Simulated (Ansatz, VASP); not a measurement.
**Ga3O2 in VASP and in Ansatz**

```xyz
5
Lattice="0.0000 3.1800 4.2477 2.9910 0.0000 4.2477 2.9910 3.1800 0.0000" Properties=species:S:1:pos:R:3 pbc="T T T"
Ga    2.9910    3.1800    1.1820
Ga    4.4865    4.7699    7.0630
Ga    1.4955    1.5900    2.8153
O     2.9910    4.9873    4.0296
O     2.9910    1.3726    4.0296
```

Alike in both runs: functional PBE; k mesh 10 × 10 × 10; occupations gaussian, width 0.1 eV; no spin polarisation.

Ansatz relaxed the structure, and its values are those at the end. VASP's run is a single point on that final structure, the one shown.

```csv
,VASP,Ansatz
version,VASP 6.6.1,Ansatz 0.2.0
potentials or method,"VASP PAW PBE potentials, release 64 (Ga_d, O), cutoff 520 eV","scalar-relativistic, plane waves, PAW"
valence electrons in the cell,51,51
```

```tsv
	VASP	Ansatz	Ansatz less VASP
gap on the k mesh at the Fermi level (eV)	none	none	-
pressure (GPa)	0.3	0.0	-0.30
rms of the force components (eV/Å)	0.030	0.001	-0.0291
```

A gap of «none» marks a metal or a gap that the smearing closes.
